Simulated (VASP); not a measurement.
Write the native input for VASP 6.6.1 that does the following.

| Property | Result |
| --- | --- |
| Task | single point |
| Functional | PBE |
| Dispersion | D3(BJ) |
| Potentials or basis | VASP PAW PBE potentials, release 64 (Cl, H) |
| Cutoff | 520 eV |
| k mesh | 1 × 1 × 1 |
| Occupations | fermi-dirac, width 0.02 eV |
| Spin | no spin polarisation |
| Dipole correction | no |
| Further INCAR settings | LREAL = Auto; ALGO = Normal; EDIFF = 1e-07; NBANDS = 56 |

The structure of HCl lies in POSCAR:

```
HCl
1.0
    7.9895700000      0.0000000000      0.0000000000
    0.0000000000      7.9895700000      0.0000000000
    0.0000000000      0.0000000000      7.9895700000
Cl H
10 10
Direct
    0.5807070969      0.5477015659      0.9164448149
    0.0559604584      0.3485544278      0.9763103646
    0.2069698369      0.7189623472      0.6721888662
    0.4173691450      0.5316180971      0.3657893979
    0.8414845855      0.9196615087      0.8283800004
    0.8292811753      0.6997623151      0.2511524400
    0.6527760568      0.1838772299      0.1498703935
    0.8031971683      0.3844261957      0.5856134936
    0.0700413164      0.1015198565      0.3679547210
    0.3916230786      0.1216460961      0.6529387689
    0.6026231700      0.3942014401      0.9694514223
   -0.0011389850      0.3748637286      0.8275789561
    0.3109554081      0.6311603753      0.5881543062
    0.5370251465      0.4561321823      0.4493858868
    0.8217463518      0.8933396916      0.6728897801
    0.7514547091      0.6281814916      0.1264648786
    0.8034349784      0.2102991776      0.1099934039
    0.9163196517      0.2989021937      0.4978991360
    0.1694083662      0.1335616310      0.4927924782
    0.3387666670     -0.0386879394      0.6638655147
```

One way to write it, as run:

INCAR

```
SYSTEM = HCl
PREC = Accurate
ENCUT = 520
EDIFF = 1E-7
ISMEAR = -1
SIGMA = 0.02
LREAL = Auto
LASPH = .TRUE.
NELM = 60
ALGO = Normal
ISIF = 2
LWAVE = .FALSE.
LCHARG = .TRUE.
GGA = PE
IVDW = 12
LELF = .TRUE.
LVHAR = .TRUE.
NBANDS = 56
```

KPOINTS

```
regular mesh
0
G
  1 1 1
  0 0 0
```

Potentials or basis: VASP PAW PBE potentials, release 64 (Cl, H).

Run with:

```sh
$ cat potpaw_PBE.64/Cl/POTCAR potpaw_PBE.64/H/POTCAR > POTCAR
$ mpirun -np 1 vasp_gam > vasp.out
```

It gave:

```
Pressure                   : 0.2 GPa
Largest force              : 1.159 eV/Å
Dispersion energy per atom : -0.063 eV
```

Caveat: the k points lie up to 0.79 Å⁻¹ apart.

Run time: 35 s on 1 thread of Intel(R) Xeon(R) 6975P-C (Granite Rapids), with other jobs on the host, peak memory 0.44 GiB.
